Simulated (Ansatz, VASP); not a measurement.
# In3Ga6BP10 in VASP and in Ansatz

INCAR

```
PREC = Accurate ; ENCUT = 520
EDIFF = 1E-7 ; ISMEAR = 0
SIGMA = 0.02 ; LREAL = Auto
LASPH = True ; NELM = 80
ALGO = Normal ; ISIF = 2
LWAVE = False ; LCHARG = True
GGA = PE ; LVHAR = True
NBANDS = 101 ; KPAR = 4
```

Contents of KPOINTS:

```
Automatic mesh
0
Gamma
  4 4 3
```

The input POSCAR:

```
In3Ga6BP10
1.0
    2.7894320000      2.7897540000      5.4624690000
   -2.8016070000     -2.8025750000      5.4749670000
    8.3449680000     -5.5569870000      2.7316390000
B P Ga In
1 10 6 3
Direct
    0.5954844211      0.9975756576      0.7998638913
    0.5654317127      0.9016355376      0.6293013919
    0.4919430771      0.3170321605      0.8106642115
    0.9222839926      0.9018206229      0.8024576113
    0.4001012325      0.8753156373      0.9592382383
    0.7970560993      0.8712499020      0.2042340493
    0.6752601449      0.3733083682      0.3922676503
    0.1737269179      0.8715701155      0.4102784091
    0.0955886120      0.3659489327      0.5854955002
    0.8630080145      0.3705884014      0.0128413898
    0.2720277135      0.3963473496      0.1937253360
    0.1923916201      0.0024303248      0.6110460009
    0.9999453184      0.0009463597      0.9943559529
    0.3057833667      0.5019507831      0.3923827329
    0.7968418696      0.0012937064      0.4127377142
    0.5056503997      0.4961260627      0.9914708913
    0.9007568710      0.5030941863      0.2017681269
    0.0987136779      0.5005287125      0.8015735578
    0.4062001019      0.9986886315      0.1873551725
    0.6932363640      0.5006116515      0.6079563250
```

Input for Ansatz:

```yaml
crystal:
  lattice:
    - [2.789432, 2.789754, 5.462469]
    - [-2.801607, -2.802575, 5.474967]
    - [8.344968, -5.556987, 2.731639]
  atoms:
    - { symbol: B, position: [0.5954844211, 0.9975756576, 0.7998638913] }
    - { symbol: P, position: [0.5654317127, 0.9016355376, 0.6293013919] }
    - { symbol: P, position: [0.4919430771, 0.3170321605, 0.8106642115] }
    - { symbol: P, position: [0.9222839926, 0.9018206229, 0.8024576113] }
    - { symbol: P, position: [0.4001012325, 0.8753156373, 0.9592382383] }
    - { symbol: P, position: [0.7970560993, 0.871249902, 0.2042340493] }
    - { symbol: P, position: [0.6752601449, 0.3733083682, 0.3922676503] }
    - { symbol: P, position: [0.1737269179, 0.8715701155, 0.4102784091] }
    - { symbol: P, position: [0.095588612, 0.3659489327, 0.5854955002] }
    - { symbol: P, position: [0.8630080145, 0.3705884014, 0.0128413898] }
    - { symbol: P, position: [0.2720277135, 0.3963473496, 0.193725336] }
    - { symbol: Ga, position: [0.1923916201, 0.0024303248, 0.6110460009] }
    - { symbol: Ga, position: [0.9999453184, 0.0009463597, 0.9943559529] }
    - { symbol: Ga, position: [0.3057833667, 0.5019507831, 0.3923827329] }
    - { symbol: Ga, position: [0.7968418696, 0.0012937064, 0.4127377142] }
    - { symbol: Ga, position: [0.5056503997, 0.4961260627, 0.9914708913] }
    - { symbol: Ga, position: [0.900756871, 0.5030941863, 0.2017681269] }
    - { symbol: In, position: [0.0987136779, 0.5005287125, 0.8015735578] }
    - { symbol: In, position: [0.4062001019, 0.9986886315, 0.1873551725] }
    - { symbol: In, position: [0.693236364, 0.5006116515, 0.607956325] }
basis:
  ecutwfc: 420
kpoints:
  mp_grid: { grid: [4, 4, 3] }
hamiltonian:
  xc: pbe
scf:
  occupations: { method: gaussian, width: 0.02 }
  n_extra_bands: 10
output:
  forces: true
  stress: true
  eigenvalues: true
  populations: true
  dos:
    method: { smearing: { sigma: 0.1, scheme: gaussian } }
    projected: true
    de: 0.02
  write_density: true
  write_potential: true
  elf: true
  volumetric_format: npy
```

Alike in both runs: task single point; functional PBE; k mesh 4 × 4 × 3; occupations gaussian, width 0.02 eV; no spin polarisation.

|  | VASP | Ansatz |
| --- | --- | --- |
| version | VASP 6.6.1 | Ansatz 0.2.0 |
| potentials or method | VASP PAW PBE potentials, release 64 (B, P, Ga_d, In_d), cutoff 520 eV | scalar-relativistic, plane waves, PAW |
| valence electrons in the cell | 170 | 170 |

|  | VASP | Ansatz | Ansatz less VASP |
| --- | --- | --- | --- |
| gap on the k mesh at the Fermi level (eV) | 1.10 | 1.10 | +0.004 |
| least direct gap on the mesh (eV) | 1.10 | 1.10 | +0.004 |
| pressure (GPa) | -0.1 | -0.1 | +0.03 |
| traceless stress, the component that is largest in VASP (GPa) | -0.46 | -0.46 | +0.005 |
| rms of the force components (eV/Å) | 0.048 | 0.049 | +0.0005 |

Atom by atom the forces differ by 0.003 eV/Å (rms over components).
